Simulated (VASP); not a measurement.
# As in VASP: further runs

Runs on As. Level: PBE. Tasks: single point.

All numbers are computed with VASP 6.6.1; they aren't measurements. Logs are shortened: lines on timing, memory, paths and dates and some standing lists are left out, and cuts for length are marked.

### 1 The cell of the first run

The cell holds a slab with vacuum, 2 atoms: a = 3.497 Å, b = 3.497 Å, c = 28.000 Å, α = 90.00°, β = 90.00°, γ = 120.00°.

### 2 Single point, PBE

Input file INCAR:

```
SYSTEM = As
ALGO     = Normal         ! electronic algorithm
DIPOL    = 0.5 0.5 0.500
EDIFF    = 1E-6           ! SCF threshold, eV
ENCUT    = 520            ! plane-wave cutoff, eV
GGA      = PE             ! functional
IDIPOL   = 3            
ISIF     = 2              ! what is computed and relaxed
ISMEAR   = 0              ! smearing method
LASPH    = .True.         ! aspherical terms in the spheres
LCHARG   = .False.        ! write CHGCAR
LDIPOL   = .True.       
LREAL    = .False.        ! projectors in reciprocal space
LWAVE    = .False.        ! write WAVECAR
NBANDS   = 12             ! bands
NELM     = 80             ! most SCF steps
PREC     = Accurate       ! precision mode
SIGMA    = 0.02           ! smearing width, eV
```

Input file KPOINTS:

```
k-points
0
Gamma
  9 9 1
  0 0 0
```

Input file POSCAR:

```
As
1.0
    3.4970000000      0.0000000000      0.0000000000
   -1.7485000000      3.0284908370      0.0000000000
    0.0000000000      0.0000000000     28.0000000000
As
2
Direct
    0.3333333333      0.6666666667      0.5053214286
    0.6666666667      0.3333333333      0.4946785714
```

Potentials or basis: VASP PAW PBE potentials, release 64 (As).

The run is started by

```console
$ cat potpaw_PBE.64/As/POTCAR > POTCAR
$ mpirun -np 1 vasp_std > vasp.out
```

OUTCAR:

```text
SYSTEM = As
   EDIFF = 1E-6
   ENCUT = 520
   GGA = PE
   ISIF = 2
   ISMEAR = 0
   LASPH = .True.
   LREAL = .False.
   NELM = 80
   PREC = Accurate

 ion  position               nearest neighbor table
   1  0.333  0.667  0.505-   2 2.04   2 2.04   2 2.04
   2  0.667  0.333  0.495-   1 2.04   1 2.04   1 2.04

  LATTYP: Found a hexagonal cell.
 ALAT       =     3.4970000000
 C/A-ratio  =     8.0068630255

  Lattice vectors:

 A1 = (   3.4970000000,   0.0000000000,   0.0000000000)
 A2 = (  -1.7485000000,   3.0284908370,   0.0000000000)
 A3 = (   0.0000000000,   0.0000000000,  28.0000000000)

Analysis of symmetry for initial positions (statically):
=====================================================================
 Subroutine PRICEL returns:
 Original cell was already a primitive cell.

 Routine SETGRP: Setting up the symmetry group for a
 hexagonal supercell.

 Subroutine GETGRP returns: Found 12 space group operations
 (whereof 12 operations were pure point group operations)
 out of a pool of 24 trial point group operations.

The static configuration has the point symmetry D_3d.

Analysis of symmetry for dynamics (positions and initial velocities):
=====================================================================
 Subroutine PRICEL returns:
 Original cell was already a primitive cell.

 Routine SETGRP: Setting up the symmetry group for a
 hexagonal supercell.

 Subroutine GETGRP returns: Found 12 space group operations
 (whereof 12 operations were pure point group operations)
 out of a pool of 24 trial point group operations.

The dynamic configuration has the point symmetry D_3d.

 Subroutine INISYM returns: Found 12 space group operations
 (whereof 12 operations are pure point group operations),
 and found     1 'primitive' translations

----------------------------------------------------------------------------------------

                                     Primitive cell

  volume of cell :     296.5377

  direct lattice vectors                    reciprocal lattice vectors
     3.497000000  0.000000000  0.000000000     0.285959394  0.165098733  0.000000000
    -1.748500000  3.028490837  0.000000000     0.000000000  0.330197466  0.000000000
     0.000000000  0.000000000 28.000000000     0.000000000  0.000000000  0.035714286

  length of vectors
     3.497000000  3.497000000 28.000000000     0.330197466  0.330197466  0.035714286

  position of ions in fractional coordinates (direct lattice)
     0.333333333  0.666666667  0.505321429
     0.666666667  0.333333333  0.494678571

  ion indices of the primitive-cell ions
   primitive index   ion index
                 1           1
                 2           2

----------------------------------------------------------------------------------------

 KPOINTS: k-points

Automatic generation of k-mesh.
 Grid dimensions read from file:
 generate k-points for:    9    9    1

 Generating k-lattice:

  Cartesian coordinates                     Fractional coordinates (reciprocal lattice)
     0.031773266  0.018344304  0.000000000     0.111111111  0.000000000  0.000000000
     0.000000000  0.036688607  0.000000000     0.000000000  0.111111111  0.000000000
     0.000000000  0.000000000  0.035714286     0.000000000  0.000000000  1.000000000

  Length of vectors
     0.036688607  0.036688607  0.035714286

  Shift w.r.t. Gamma in fractional coordinates (k-lattice)
     0.000000000  0.000000000  0.000000000

 Subroutine IBZKPT returns following result:
 ===========================================

 Found     12 irreducible k-points:

 Following reciprocal coordinates:
            Coordinates               Weight
  0.000000  0.000000  0.000000      1.000000
  0.111111  0.000000  0.000000      6.000000
  0.222222  0.000000  0.000000      6.000000
  0.333333  0.000000  0.000000      6.000000
  0.444444  0.000000  0.000000      6.000000
  0.111111  0.111111  0.000000      6.000000
  0.222222  0.111111  0.000000     12.000000
  0.333333  0.111111  0.000000     12.000000
  0.444444  0.111111  0.000000      6.000000
  0.222222  0.222222  0.000000      6.000000
  0.333333  0.222222  0.000000     12.000000
  0.333333  0.333333  0.000000      2.000000
   k-points           NKPTS =     12   k-points in BZ     NKDIM =     12   number of bands    NBANDS=     12
   number of dos      NEDOS =    301   number of ions     NIONS =      2
   total plane-waves  NPLWV = 164640
   dimension x,y,z NGX =    28 NGY =   28 NGZ =  210
   dimension x,y,z NGXF=    56 NGYF=   56 NGZF=  420
   ions per type =               2
   NGX,Y,Z   is equivalent  to a cutoff of  13.31, 13.31, 12.47 a.u.
   NGXF,Y,Z  is equivalent  to a cutoff of  26.62, 26.62, 24.94 a.u.
 SYSTEM =  As
   PREC   = accura    normal or accurate (medium, high low for compatibility)
   ISTART =      0    job   : 0-new  1-cont  2-samecut
   ICHARG =      2    charge: 1-file 2-atom 10-const
   ISPIN  =      1    spin polarized calculation?
   LNONCOLLINEAR =      F non collinear calculations
   LSORBIT =      F    spin-orbit coupling
   LASPH  =      T    aspherical Exc in radial PAW
   ENCUT  =  520.0 eV  38.22 Ry    6.18 a.u.   6.50  6.50 52.06*2*pi/ulx,y,z
   NELM   =     80;   NELMIN=  2; NELMDL= -5     # of ELM steps
   EDIFF  = 0.1E-05   stopping-criterion for ELM
   LREAL  =      F    real-space projection
   EDIFFG = 0.1E-04   stopping-criterion for IOM
   NSW    =      0    number of steps for IOM
   IBRION =     -1    ionic relax: 0-MD 1-quasi-New 2-CG
   NFREE  =      0    steps in history (QN), initial steepest desc. (CG)
   ISIF   =      2    stress and relaxation
   ISYM   =      2    0-nonsym 1-usesym 2-fastsym
   POTIM  = 0.5000    time-step for ionic-motion
   TEBEG  =    0.0;   TEEND  =   0.0 temperature during run
   PSTRESS=    0.0 pullay stress
   NELECT =      10.0000    total number of electrons
   NUPDOWN=      -1.0000    fix difference up-down
   EMIN   =  10.00;   EMAX   =-10.00  energy-range for DOS
   EFERMI =   0.00;   METHOD = LEGACY
   ISMEAR =     0;   SIGMA  =   0.02  broadening in eV -4-tet -1-fermi 0-gaus
   EFERMI_NEDOS =   21; number of points for ismear=-14 and -15
   IALGO  =     38    algorithm
   IMIX   =      4    mixing-type and parameters
     AMIX     =   0.40;   BMIX     =  1.00
     AMIX_MAG =   1.60;   BMIX_MAG =  1.00
  volume/ion in A,a.u.               =     148.27      1000.57
  Fermi-wavevector in a.u.,A,eV,Ry     =   0.528910  0.999494  3.806168  0.279745
  Thomas-Fermi vector in A             =   1.550760
   LORBIT       =      0    0 simple, 1 ext, 2 COOP (PROOUT), +10 PAW based schemes
   GGA     = PE    functional components
   LHFCALC =     F    Hartree Fock is set to
   AEXX    =    0.0000 exact exchange contribution
   IVDW    =     0    specifies the selected vdW correction
   LEPSILON=     F    determine dielectric tensor
   LRPA    =     F    only Hartree local field effects (RPA)
 non-spin polarized calculation
 Gauss-broadening in eV      SIGMA  =   0.02
  energy-cutoff  :      520.00
  volume of cell :      296.54
 maximum number of plane-waves:      8059
 NGX is ok and might be reduce to    28
   NGX = 13   NGY = 13   NGZ =105

 number of electron      10.0000000 magnetization

 number of electron       9.9999999 magnetization

 dipolmoment           0.000000      0.000000     -0.000000 electrons x Angstroem

 Free energy of the ion-electron system (eV)
  ---------------------------------------------------
  ext. energy  EPLUGINS =         0.00000000
  ---------------------------------------------------
  free energy    TOTEN  =        -3.68955266 eV

  energy without entropy =       -3.68788098  energy(sigma->0) =       -3.68871682

 E-fermi :  -2.2861     XC(G=0):  -1.6858

 val. band max:       -2.2861469587   @ k =   0.3333   0.1111   0.0000
 cond. band min:      -1.9858951757   @ k =   0.2222   0.1111   0.0000
 fundamental gap:      0.3002517830
 Fermi energy:        -2.2861469587

 k-point     1 :       0.0000    0.0000    0.0000
  band No.  band energies     occupation
      1     -20.4837      2.00000
      2      -8.9733      2.00000
      3      -7.0401      2.00000
      4      -7.0401      2.00000
      5      -3.5436      2.00000
      6      -0.8617      0.00000
      7      -0.8617      0.00000
      8      -0.7659      0.00000
      9       1.0385      0.00000
     10       1.3726      0.00000
     11       1.7841      0.00000
     12       1.8316      0.00000

 k-point     2 :       0.1111    0.0000    0.0000
  band No.  band energies     occupation
      1     -20.2988      2.00000
      2      -8.9395      2.00000
      3      -8.4240      2.00000
      4      -7.4118      2.00000
      5      -2.5466      2.00000
      6      -0.6707      0.00000
      7      -0.6381      0.00000
      8      -0.1246      0.00000
      9       1.2363      0.00000
     10       1.5636      0.00000
     11       1.9264      0.00000
     12       1.9851      0.00000

 k-point     3 :       0.2222    0.0000    0.0000
  band No.  band energies     occupation
      1     -19.7500      2.00000
      2     -11.0384      2.00000
      3      -8.1786      2.00000
      4      -8.1460      2.00000
      5      -2.7955      2.00000
      6      -0.6221      0.00000
      7       0.9910      0.00000
      8       1.6648      0.00000
      9       1.6847      0.00000
     10       1.8339      0.00000
     11       2.2024      0.00000
     12       2.5865      0.00000

 k-point     4 :       0.3333    0.0000    0.0000
  band No.  band energies     occupation
      1     -18.8691      2.00000
      2     -13.2740      2.00000
      3      -8.7853      2.00000
      4      -7.3250      2.00000
      5      -3.3921      2.00000
      6      -1.9312      0.00000
      7       1.4170      0.00000
      8       2.8025      0.00000
      9       3.2052      0.00000
     10       3.5771      0.00000
     11       3.7341      0.00000
     12       3.9243      0.00000

 k-point     5 :       0.4444    0.0000    0.0000
  band No.  band energies     occupation
      1     -17.8435      2.00000
      2     -15.0040      2.00000
      3      -9.1367      2.00000
      4      -6.3736      2.00000
      5      -3.7272      2.00000
      6      -3.3859      2.00000
      7       2.5747      0.00000
      8       3.9382      0.00000
      9       4.3650      0.00000
     10       4.6227      0.00000
     11       4.8745      0.00000
     12       4.8994      0.00000
[... 48 lines left out ...]
      1     -17.4488      2.00000
      2     -15.3631      2.00000
      3      -9.9497      2.00000
      4      -5.9825      2.00000
      5      -3.8147      2.00000
      6      -2.5059      2.00000
      7       2.6154      0.00000
      8       3.5363      0.00000
      9       3.8358      0.00000
     10       5.2151      0.00000
     11       5.4190      0.00000
     12       5.6254      0.00000

 k-point    10 :       0.2222    0.2222    0.0000
  band No.  band energies     occupation
      1     -18.3441      2.00000
      2     -13.8230      2.00000
      3     -10.3415      2.00000
      4      -6.7929      2.00000
      5      -2.5432      2.00000
      6       0.1987      0.00000
      7       0.5474      0.00000
      8       1.9996      0.00000
      9       2.2526      0.00000
     10       3.6137      0.00000
     11       3.8123      0.00000
     12       4.2486      0.00000

 k-point    11 :       0.3333    0.2222    0.0000
  band No.  band energies     occupation
      1     -17.2862      2.00000
      2     -15.2344      2.00000
      3     -11.0053      2.00000
      4      -5.7800      2.00000
      5      -3.7909      2.00000
      6       0.0581      0.00000
      7       1.5560      0.00000
      8       3.1420      0.00000
      9       3.2082      0.00000
     10       4.9344      0.00000
     11       5.2102      0.00000
     12       5.2507      0.00000

 k-point    12 :       0.3333    0.3333    0.0000
  band No.  band energies     occupation
      1     -16.2389      2.00000
      2     -16.2389      2.00000
      3     -11.5322      2.00000
      4      -4.7698      2.00000
      5      -4.7698      2.00000
      6       1.0364      0.00000
      7       2.8015      0.00000
      8       2.8015      0.00000
      9       3.3380      0.00000
     10       4.7747      0.00000
     11       4.7747      0.00000
     12       5.9100      0.00000

------------------------ aborting loop because EDIFF is reached ----------------------------------------

 vacuum level on the upper side and lower side of the slab       (xc-potential included)        -0.007        -0.007

  FORCE on cell =-STRESS in cart. coord.  units (eV):
  Direction    XX          YY          ZZ          XY          YZ          ZX
  --------------------------------------------------------------------------------------
  -------------------------------------------------------------------------------------
  Total       25.2481920     25.2481920      1.1454655      0.0000000      0.0000000      0.0000000
  in kB      136.4146270    136.4146269      6.1888884      0.0000000      0.0000000      0.0000000
  external PRESSURE =      93.0060474 kB  Pullay stress =       0.0000000 kB

 VOLUME and BASIS-vectors are now :
 -----------------------------------------------------------------------------
  energy-cutoff  :      520.00
  volume of cell :      296.54
      direct lattice vectors                 reciprocal lattice vectors
     3.497000000  0.000000000  0.000000000     0.285959394  0.165098733  0.000000000
    -1.748500000  3.028490837  0.000000000     0.000000000  0.330197466  0.000000000
     0.000000000  0.000000000 28.000000000     0.000000000  0.000000000  0.035714286

 POSITION                                       TOTAL-FORCE (eV/Angst)
 -----------------------------------------------------------------------------------
     -0.00000      2.01899     14.14900         0.000000      0.000000      3.853596
      1.74850      1.00950     13.85100        -0.000000      0.000000     -3.853596
 -----------------------------------------------------------------------------------
    total drift:                                0.000000      0.000000      0.000000

  FREE ENERGIE OF THE ION-ELECTRON SYSTEM (eV)
  ---------------------------------------------------
  free  energy   TOTEN  =        -3.6895526550 eV

  energy  without entropy=       -3.6878809822  energy(sigma->0) =       -3.68871682

 vacuum level on the upper side and lower side of the slab         1.351         1.351
```

It took 98 s on 1 thread of Intel Xeon Platinum 8259CL at 2.50GHz (Skylake/Cascade Lake), shared host; peak memory 0.39 GiB.

What came out:

```yaml
Free_energy: -3.6896 eV
Largest_force: 3.854 eV/Å
Band_gap_on_the_k_mesh: zero (bands 5 and 6 overlap by 1.76 eV)
```

Forces on the atoms (eV/Å):
```
As   0.000  0.000  3.854
As   0.000  0.000 -3.854
```

Levels at points of the mesh, in eV from the Fermi level:
| k point | band 1 | band 2 | band 3 | band 4 | band 5 | band 6 | band 7 | band 8 | band 9 | band 10 |
| --- | --- | --- | --- | --- | --- | --- | --- | --- | --- | --- |
| (0.00, 0.00, 0.00) | -18.20 | -6.69 | -4.75 | -4.75 | -1.26 | 1.42 | 1.42 | 1.52 | 3.32 | 3.66 |

### 3 Single point, PBE

Input file INCAR:

```
SYSTEM = As
PREC = Accurate
ENCUT = 520
EDIFF = 1E-7
ISMEAR = 0
SIGMA = 0.02
LREAL = .FALSE.
LASPH = .TRUE.
NELM = 80
ALGO = Normal
ISIF = 2
LWAVE = .FALSE.
LCHARG = .FALSE.
LDIPOL = .TRUE.
IDIPOL = 3
DIPOL = 0.5 0.5 0.500
GGA = PE
NBANDS = 12
```

Input file KPOINTS:

```
Automatic mesh
0
G
  9 9 1
  0 0 0
```

Input file POSCAR:

```
As
1.0
    3.4970000000      0.0000000000      0.0000000000
   -1.7485000000      3.0284908370      0.0000000000
    0.0000000000      0.0000000000     28.0000000000
As
2
Direct
    0.3333333333      0.6666666667      0.5159642857
    0.6666666667      0.3333333333      0.4840357143
```

Potentials or basis: VASP PAW PBE potentials, release 64 (As).

The run is started by

```console
$ cat potpaw_PBE.64/As/POTCAR > POTCAR
$ mpirun -np 1 vasp_std > vasp.out
```

Wall time 1.8 min (1 thread of Intel Xeon Platinum 8259CL at 2.50GHz (Skylake/Cascade Lake), shared host); peak memory 0.39 GiB.

The run converged. Its results:

```
Free energy            : -7.1899 eV
Largest force          : 6.512 eV/Å
Band gap on the k mesh : zero (bands 5 and 6 overlap by 0.14 eV)
```

Forces in eV/Å, atoms in the order of the input:
```
As   0.000  0.000  6.512
As   0.000  0.000 -6.512
```

Levels at points of the mesh, in eV from the Fermi level:
| k point | band 1 | band 2 | band 3 | band 4 | band 5 | band 6 | band 7 | band 8 | band 9 | band 10 |
| --- | --- | --- | --- | --- | --- | --- | --- | --- | --- | --- |
| (0.00, 0.00, 0.00) | -16.85 | -7.01 | -2.94 | -2.94 | -0.11 | -0.07 | 2.15 | 2.15 | 4.07 | 4.50 |

(Continued in part 2 of 2.)
